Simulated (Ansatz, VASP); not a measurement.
**Bi: VASP beside Ansatz**

```
CELL_PARAMETERS angstrom
-1.93742 2.08439 1.85660
1.93742 -2.08439 1.85660
1.93742 2.08439 -1.85660
ATOMIC_POSITIONS crystal
Bi 0.00000 0.00000 0.00000
```

Change from the starting cell: strain +e along x and -e along y -0.0375, strain +e along z and -e/2 along x and y -0.0525.

Alike in both runs: task single point; functional PBE; dispersion D3(BJ); k mesh 16 × 16 × 16; occupations gaussian, width 0.15 eV; no spin polarisation.

```csv
,VASP,Ansatz
version,VASP 6.6.1,Ansatz 0.2.0
potentials or method,"VASP PAW PBE potentials, release 64 (Bi_d), cutoff 520 eV","scalar-relativistic, plane waves, PAW"
valence electrons in the cell,15,15
```

|  | VASP | Ansatz | Ansatz less VASP |
| --- | --- | --- | --- |
| gap on the k mesh at the Fermi level (eV) | none | none | - |
| pressure (GPa) | 0.3 | 0.4 | +0.06 |
| traceless stress, the component that is largest in VASP (GPa) | -0.98 | -0.99 | -0.006 |

A gap of «none» marks a metal or a gap that the smearing closes.

Neither program's run includes spin-orbit coupling.
